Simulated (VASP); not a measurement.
Be: single point with PBE

The system is Be.

```
Be
1.0
    -1.27397    1.27397    1.27397
     1.27397   -1.27397    1.27397
     1.27397    1.27397   -1.27397
Be
1
Direct
  0.00000 0.00000 0.00000
```

| Quantity | Value |
| --- | --- |
| Program | VASP 6.6.1 |
| Task | single point |
| Functional | PBE |
| Potentials or basis | VASP PAW PBE potentials, release 64 (Be) |
| Cutoff | 520 eV |
| k mesh | 10 × 10 × 10 |
| Occupations | fermi-dirac, width 0.1 eV |
| Spin | no spin polarisation |
| Dipole correction | no |
| Further INCAR settings | ALGO = Normal; EDIFF = 1e-06; NBANDS = 7; ISYM = 0 |

The pressure is -6.1 GPa and the band gap on the k mesh is zero (band 1 reaches 11.31 eV, above the bottom of band 2 at 6.52 eV).

Levels at points of the mesh, in eV from the Fermi level:
| k point | band 1 | band 2 | band 3 | band 4 | band 5 |
| --- | --- | --- | --- | --- | --- |
| (0.00, 0.00, 0.00) | -11.81 | 18.70 | 18.70 | 18.70 | 29.87 |
| (0.50, 0.00, 0.00) | -4.89 | 0.36 | 11.89 | 15.01 | 19.91 |
| (0.00, 0.50, 0.00) | -4.89 | 0.36 | 11.89 | 15.01 | 19.91 |
| (0.00, 0.00, 0.50) | -4.89 | 0.36 | 11.89 | 15.01 | 19.91 |
| (0.50, 0.00, 0.50) | -4.89 | 0.36 | 11.89 | 15.01 | 19.91 |
| (0.50, 0.50, 0.00) | -4.89 | 0.36 | 11.89 | 15.01 | 19.91 |
| (0.00, 0.50, 0.50) | -4.89 | 0.36 | 11.89 | 15.01 | 19.91 |
| (0.50, 0.50, 0.50) | 3.94 | 3.94 | 3.94 | 9.70 | 9.70 |

Wall time 8.7 s on 1 thread of Intel Xeon 6975P-C, with other jobs on the host, peak memory 0.13 GiB.
